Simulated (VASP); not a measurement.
Input of a VASP 6.6.1 run:

File POSCAR:

```
ZnO
1.0
    2.6461709623      0.0000000000      0.0000000000
    0.0000000000      2.6461709623      0.0000000000
    0.0000000000      0.0000000000      2.6461709623
Zn O
1 1
Direct
    0.0000000000      0.0000000000      0.0000000000
    0.5000000000      0.5000000000      0.5000000000
```

The input INCAR.step1:

```
ALGO = Normal
EDIFF = 1E-4
ENCUT = 520
GGA = PE
ISMEAR = -1
LASPH = True
LCHARG = False
LREAL = False
LWAVE = True
NBANDS = 16
NELM = 60
PREC = Accurate
SIGMA = 0.02
```

INCAR.step2

```
ALGO = Normal
EDIFF = 1E-6
ENCUT = 520
ISIF = 2
ISMEAR = -1
ISTART = 1
LASPH = True
LCHARG = True
LELF = True
LMIXTAU = True
LREAL = False
LVHAR = True
LWAVE = False
METAGGA = R2SCAN
NBANDS = 16
NELM = 60
PREC = Accurate
SIGMA = 0.02
```

File KPOINTS:

```
k-points
0
Gamma
  6 6 6
```

Potentials or basis: VASP PAW PBE potentials, release 64 (Zn, O).

Launch:

```console
$ cat potpaw_PBE.64/Zn/POTCAR potpaw_PBE.64/O/POTCAR > POTCAR
$ cp INCAR.step1 INCAR
$ mpirun -np 1 vasp_std > vasp.out
$ cp INCAR.step2 INCAR
$ mpirun -np 1 vasp_std > vasp.out
```

(1) Predict the band gap on the k mesh.

(2) Predict the pressure.

## Answers

(1) zero (bands 9 and 10 overlap by 0.05 eV).

(2) 1.3 GPa.

Caveat: the k points lie up to 0.40 Å⁻¹ apart; semilocal functionals underestimate gaps, so a narrow gap can read as zero; the PAW data sets were made with another functional, which shifts forces and pressure a little.
